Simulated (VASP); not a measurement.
# BN (P6_3mc) in VASP: a series of runs, part 2 of 2

VASP 6.6.1. The steps go on from the part before.

## (4) Single point, PBE

This run uses another cell than the first one, of 5.96 Å³/atom, 1.064 times its volume.

File INCAR:

```
ALGO = Normal ; EDIFF = 1E-6
ENCUT = 520 ; GGA = PE
ISIF = 2 ; ISMEAR = 0
LASPH = True ; LCHARG = False
LREAL = False ; LWAVE = False
NBANDS = 26 ; NELM = 100
PREC = Accurate ; SIGMA = 0.01
```

File KPOINTS:

```
k-points
0
Gamma
  9 9 4
```

File POSCAR:

```
BN
1.0
    2.5584475405      0.0000000000      0.0000000000
   -1.2792237703      2.2156805643      0.0000000000
    0.0000000000      0.0000000000      8.4089442603
B N
4 4
Direct
    0.0000000000      0.0000000000      0.0003724745
    0.3333333333      0.6666666667      0.2497003558
    0.0000000000      0.0000000000      0.5003724745
    0.6666666667      0.3333333333      0.7497003558
    0.0000000000      0.0000000000      0.1870105293
    0.3333333333      0.6666666667      0.4379166404
    0.0000000000      0.0000000000      0.6870105293
    0.6666666667      0.3333333333      0.9379166404
```

Potentials or basis: VASP PAW PBE potentials, release 64 (B, N).

The run is started by

```
> cat potpaw_PBE.64/B/POTCAR potpaw_PBE.64/N/POTCAR > POTCAR
> mpirun -np 1 vasp_std > vasp.out
```

OUTCAR:

```text
EDIFF = 1E-6
   ENCUT = 520
   GGA = PE
   ISIF = 2
   ISMEAR = 0
   LASPH = True
   LREAL = False
   NELM = 100
   PREC = Accurate

 ion  position               nearest neighbor table
   1  0.000  0.000  0.000-   8 1.57   8 1.57   8 1.57   5 1.57
   2  0.333  0.667  0.250-   5 1.57   5 1.57   5 1.57   6 1.58
   3  0.000  0.000  0.500-   6 1.57   6 1.57   6 1.57   7 1.57
   4  0.667  0.333  0.750-   7 1.57   7 1.57   7 1.57   8 1.58
   5  0.000  0.000  0.187-   2 1.57   2 1.57   2 1.57   1 1.57
   6  0.333  0.667  0.438-   3 1.57   3 1.57   3 1.57   2 1.58
   7  0.000  0.000  0.687-   4 1.57   4 1.57   4 1.57   3 1.57
   8  0.667  0.333  0.938-   1 1.57   1 1.57   1 1.57   4 1.58

  LATTYP: Found a hexagonal cell.
 ALAT       =     2.5584475405
 C/A-ratio  =     3.2867370259

  Lattice vectors:

 A1 = (   2.5584475405,   0.0000000000,   0.0000000000)
 A2 = (  -1.2792237703,   2.2156805643,   0.0000000000)
 A3 = (   0.0000000000,   0.0000000000,   8.4089442603)

Analysis of symmetry for initial positions (statically):
=====================================================================
 Subroutine PRICEL returns:
 Original cell was already a primitive cell.

 Routine SETGRP: Setting up the symmetry group for a
 hexagonal supercell.

 Subroutine GETGRP returns: Found 12 space group operations
 (whereof  6 operations were pure point group operations)
 out of a pool of 24 trial point group operations.

The static configuration has the point symmetry C_3v.
 The point group associated with its full space group is C_6v.

Analysis of symmetry for dynamics (positions and initial velocities):
=====================================================================
 Subroutine PRICEL returns:
[... 143 lines left out ...]
  volume/ion in A,a.u.               =       5.96        40.21
  Fermi-wavevector in a.u.,A,eV,Ry     =   1.433452  2.708831 27.957037  2.054784
  Thomas-Fermi vector in A             =   2.552968
   LORBIT       =      0    0 simple, 1 ext, 2 COOP (PROOUT), +10 PAW based schemes
   GGA     = PE    functional components
   LHFCALC =     F    Hartree Fock is set to
   AEXX    =    0.0000 exact exchange contribution
   IVDW    =     0    specifies the selected vdW correction
   LEPSILON=     F    determine dielectric tensor
   LRPA    =     F    only Hartree local field effects (RPA)
 non-spin polarized calculation
 Gauss-broadening in eV      SIGMA  =   0.01
  energy-cutoff  :      520.00
  volume of cell :       47.67
 maximum number of plane-waves:      1304
 NGX is ok and might be reduce to    20
   NGX =  9   NGY =  9   NGZ = 31

 number of electron      31.9999993 magnetization

 Free energy of the ion-electron system (eV)
  ---------------------------------------------------
  ext. energy  EPLUGINS =         0.00000000
  ---------------------------------------------------
  free energy    TOTEN  =       -69.74658253 eV

  energy without entropy =      -69.74658253  energy(sigma->0) =      -69.74658253

 E-fermi :   7.4920     XC(G=0): -12.7743

 val. band max:        7.3679646864   @ k =   0.0000   0.0000   0.0000
 cond. band min:      12.9771200072   @ k =   0.4444  -0.0000   0.0000
 fundamental gap:      5.6091553208
 Fermi energy:         7.4919720382

 k-point     1 :       0.0000    0.0000    0.0000
  band No.  band energies     occupation
      1     -12.8478      2.00000
      2     -11.4254      2.00000
      3     -11.3561      2.00000
      4      -8.7020      2.00000
      5      -3.3520      2.00000
      6       1.7826      2.00000
[... 685 lines left out ...]
     25      21.6682      0.00000
     26      21.6863      0.00000

 [... further k-points ...]

------------------------ aborting loop because EDIFF is reached ----------------------------------------

  FORCE on cell =-STRESS in cart. coord.  units (eV):
  Direction    XX          YY          ZZ          XY          YZ          ZX
  --------------------------------------------------------------------------------------
  -------------------------------------------------------------------------------------
  Total        0.0906999      0.0906999      0.0780366     -0.0000000      0.0000000      0.0000000
  in kB        3.0485424      3.0485424      2.6229116     -0.0000000      0.0000000      0.0000000
  external PRESSURE =       2.9066655 kB  Pullay stress =       0.0000000 kB

 VOLUME and BASIS-vectors are now :
 -----------------------------------------------------------------------------
  energy-cutoff  :      520.00
  volume of cell :       47.67
      direct lattice vectors                 reciprocal lattice vectors
     2.558447541  0.000000000  0.000000000     0.390862030  0.225664298  0.000000000
    -1.279223770  2.215680564  0.000000000     0.000000000  0.451328597  0.000000000
     0.000000000  0.000000000  8.408944260     0.000000000  0.000000000  0.118920993

 POSITION                                       TOTAL-FORCE (eV/Angst)
 -----------------------------------------------------------------------------------
      0.00000      0.00000      0.00313        -0.000000      0.000000      0.001591
     -0.00000      1.47712      2.09972         0.000000      0.000000     -0.001317
      0.00000      0.00000      4.20760         0.000000     -0.000000      0.001591
      1.27922      0.73856      6.30419        -0.000000      0.000000     -0.001317
      0.00000      0.00000      1.57256         0.000000      0.000000     -0.002584
     -0.00000      1.47712      3.68242        -0.000000      0.000000      0.002310
      0.00000      0.00000      5.77703         0.000000      0.000000     -0.002584
      1.27922      0.73856      7.88689         0.000000      0.000000      0.002310
 -----------------------------------------------------------------------------------
    total drift:                                0.000000      0.000000     -0.000263

  FREE ENERGIE OF THE ION-ELECTRON SYSTEM (eV)
  ---------------------------------------------------
  free  energy   TOTEN  =       -69.7465825344 eV

  energy  without entropy=      -69.7465825344  energy(sigma->0) =      -69.74658253
```

OSZICAR:

```text
N       E                     dE             d eps       ncg     rms          rms(c)
DAV:   1     0.109096271873E+03    0.10910E+03   -0.17119E+04  1872   0.121E+03
DAV:   2    -0.671028581470E+02   -0.17620E+03   -0.16723E+03  2506   0.280E+02
DAV:   3    -0.735194624003E+02   -0.64166E+01   -0.63825E+01  2578   0.496E+01
DAV:   4    -0.735599929770E+02   -0.40531E-01   -0.40491E-01  2412   0.427E+00
DAV:   5    -0.735604355506E+02   -0.44257E-03   -0.44240E-03  2548   0.414E-01    0.133E+01
DAV:   6    -0.700637100503E+02    0.34967E+01   -0.83582E+00  2390   0.167E+01    0.633E+00
DAV:   7    -0.698036976062E+02    0.26001E+00   -0.58763E-01  2376   0.473E+00    0.384E+00
DAV:   8    -0.697505555192E+02    0.53142E-01   -0.15036E-01  2156   0.245E+00    0.435E-01
DAV:   9    -0.697461691705E+02    0.43863E-02   -0.76207E-03  2446   0.614E-01    0.162E-01
DAV:  10    -0.697465841940E+02   -0.41502E-03   -0.13061E-03  2350   0.223E-01    0.499E-02
DAV:  11    -0.697465741458E+02    0.10048E-04   -0.16483E-04  2446   0.783E-02    0.117E-02
DAV:  12    -0.697465820652E+02   -0.79194E-05   -0.11638E-05  2260   0.262E-02    0.534E-03
DAV:  13    -0.697465825344E+02   -0.46915E-06   -0.29058E-07  1698   0.419E-03
   1 F= -.69746583E+02 E0= -.69746583E+02  d E =-.570975E-71
```

Wall time 42 s (1 thread of Intel Xeon Platinum 8259CL at 2.50GHz (Skylake/Cascade Lake), shared host); peak memory 0.17 GiB.

Results:

```
Free energy            : -69.7466 eV
Pressure               : 0.3 GPa
Band gap on the k mesh : 5.61 eV, indirect (least direct gap 7.57 eV)
```

Forces in eV/Å, atoms in the order of the input:
```
B    0.000  0.000  0.002
B    0.000  0.000 -0.001
B    0.000  0.000  0.002
B    0.000  0.000 -0.001
N    0.000  0.000 -0.003
N    0.000  0.000  0.002
N    0.000  0.000 -0.003
N    0.000  0.000  0.002
```

A k mesh can miss the band edges. Expect the measured gap to be larger: semilocal functionals such as PBE lack the derivative discontinuity.

## (5) Single point, PBE (volume changed by +3%)

File INCAR:

```
SYSTEM = BN
PREC = Accurate
ENCUT = 520
EDIFF = 1E-6
ISMEAR = 0
SIGMA = 0.01
LREAL = .FALSE.
LASPH = .TRUE.
NELM = 100
ALGO = Normal
ISIF = 2
LWAVE = .FALSE.
LCHARG = .FALSE.
GGA = PE
NBANDS = 26
```

File KPOINTS:

```
regular mesh
0
G
  9 9 4
  0 0 0
```

POSCAR, as its differences from that of step 4:

```diff
@@ -2,5 +2,5 @@
 1.0
-    2.5584475405      0.0000000000      0.0000000000
-   -1.2792237703      2.2156805643      0.0000000000
-    0.0000000000      0.0000000000      8.4089442603
+    2.5837803518      0.0000000000      0.0000000000
+   -1.2918901759      2.2376194224      0.0000000000
+    0.0000000000      0.0000000000      8.4922065491
 B N
```

The run is started by

```
> cat potpaw_PBE.64/B/POTCAR potpaw_PBE.64/N/POTCAR > POTCAR
> mpirun -np 1 vasp_std > vasp.out
```

Wall time 50 s (1 thread of Intel Xeon Platinum 8259CL at 2.50GHz (Skylake/Cascade Lake), shared host); peak memory 0.17 GiB.

The run converged. Its results:

```
Free energy            : -69.7036 eV
Pressure               : -10.2 GPa
Largest force          : 0.015 eV/Å
Band gap on the k mesh : 5.54 eV, indirect (least direct gap 7.44 eV)
```

Forces on the atoms (eV/Å):
```
B    0.000  0.000 -0.008
B    0.000  0.000 -0.013
B    0.000  0.000 -0.008
B    0.000  0.000 -0.013
N    0.000  0.000  0.006
N    0.000  0.000  0.015
N    0.000  0.000  0.006
N    0.000  0.000  0.015
```

Stress tensor (GPa, compression positive):
```
-10.18   0.00   0.00
  0.00 -10.18   0.00
  0.00   0.00 -10.27
```

Levels at points of the mesh, in eV from the valence-band top:
```
           k point  band 14  band 15  band 16  band 17  band 18  band 19
(0.00, 0.00, 0.00)    -0.12     0.00     0.00     8.43     8.43     8.55
(0.00, 0.00, 0.50)    -0.36    -0.36    -0.36     8.89     8.89     8.89
```

Caveat: the cell differs from its parent crystal (volume changed by +3%). A k mesh can miss the band edges.

## (6) Summary

| cell | gap on the mesh (eV) | pressure (GPa) | largest force (eV/Å) |
| --- | --- | --- | --- |
| a = 2.506, b = 2.506, c = 8.237 Å, angles 90.0, 90.0, 120.0°, 8 atoms | 5.75 | 26.3 | 0.03 |
| a = 2.533, b = 2.533, c = 8.324 Å, angles 90.0, 90.0, 120.0°, 8 atoms | 5.68 | 12.4 | 0.01 |
| a = 2.558, b = 2.558, c = 8.409 Å, angles 90.0, 90.0, 120.0°, 8 atoms | 5.61 | 0.3 | - |
| a = 2.584, b = 2.584, c = 8.492 Å, angles 90.0, 90.0, 120.0°, 8 atoms | 5.54 | -10.2 | 0.02 |

Alike in all rows: task single point; level PBE; potentials or basis VASP PAW PBE potentials, release 64 (B, N); no spin polarisation; k mesh 9 × 9 × 4; cutoff (eV) 520; smearing gaussian 0.01 eV.

Total energies depend on the potentials used, so only differences within one code and one set of settings carry meaning.
